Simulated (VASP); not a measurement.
B, 6 atoms in the cell. The cell holds a sheet with vacuum, 6 atoms: a = 4.038 Å, b = 4.038 Å, c = 27.016 Å, α = 90.00°, β = 90.00°, γ = 90.00°. The cell was built from a structure type or drawn by symmetry, and may not be a known phase.

```yaml
Program: VASP 6.6.1
Task: single point
Functional: PBE
Potentials_or_basis: VASP PAW PBE potentials, release 64 (B)
Cutoff: 420 eV
k_mesh: 10 × 10 × 1
Occupations: gaussian, width 0.1 eV
Spin: no spin polarisation
Dipole_correction: yes
Further_INCAR_settings: ALGO = Normal; EDIFF = 1e-06; NBANDS = 18; NELMDL = -8
```

Potentials or basis: VASP PAW PBE potentials, release 64 (B).

Launch:

```bash
$ cat potpaw_PBE.64/B/POTCAR > POTCAR
$ mpirun -np 1 vasp_std > vasp.out
```

Hardware: 1 thread of Intel(R) Xeon(R) Platinum 8488C (Sapphire Rapids) (shared host).

Estimate the wall time of this run.

It took 2.2 min on 1 thread of Intel(R) Xeon(R) Platinum 8488C (Sapphire Rapids) (shared host), peak memory 0.42 GiB. Counts: scf iterations 26, k points 21.
